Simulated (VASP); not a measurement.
The system is B2As.

```
B As
1.0
     0.00000    3.24098    3.24098
     3.24098    0.00000    3.24098
     3.24098    3.24098    0.00000
B As
4 2
Direct
  0.62500 0.62500 0.62500
  0.12500 0.62500 0.62500
  0.62500 0.62500 0.12500
  0.62500 0.12500 0.62500
  0.00000 0.00000 0.00000
  0.25000 0.25000 0.25000
```

```yaml
Program: VASP 6.6.1
Task: relaxation of cell and atoms
Functional: PBE
Potentials_or_basis: VASP PAW PBE potentials, release 64 (B, As)
Cutoff: 600 eV
k_mesh: 4 × 4 × 4
Occupations: gaussian, width 0.1 eV
Spin: no spin polarisation
```

At the start: pressure -10.5 GPa; volume 11.35 Å³/atom.

Question: Where does the relaxation end?

Answer: Over 3 steps the energy falls by 34.9 meV/atom and the volume is 10.37 Å³/atom (-8.6 %); space group Fd-3m (No. 227, to 0.05 Å).

The path:
```csv
step,energy change (eV),largest force (eV/Å),pressure (GPa),volume (Å³)
1,0.0000,0.0000,-10.54,68.09
2,-0.1973,0.0000,3.10,60.99
3,-0.2093,0.0000,0.05,62.24
```

Final structure:
```xyz
6
Lattice="0.0000 3.1454 3.1454 3.1454 0.0000 3.1454 3.1454 3.1454 0.0000" Properties=species:S:1:pos:R:3 pbc="T T T"
B     3.9317    3.9317    3.9317
B     3.9317    2.3590    2.3590
B     2.3590    2.3590    3.9317
B     2.3590    3.9317    2.3590
As    0.0000    0.0000    0.0000
As    1.5727    1.5727    1.5727
```

Caveat: the k points lie up to 0.43 Å⁻¹ apart in the final cell.
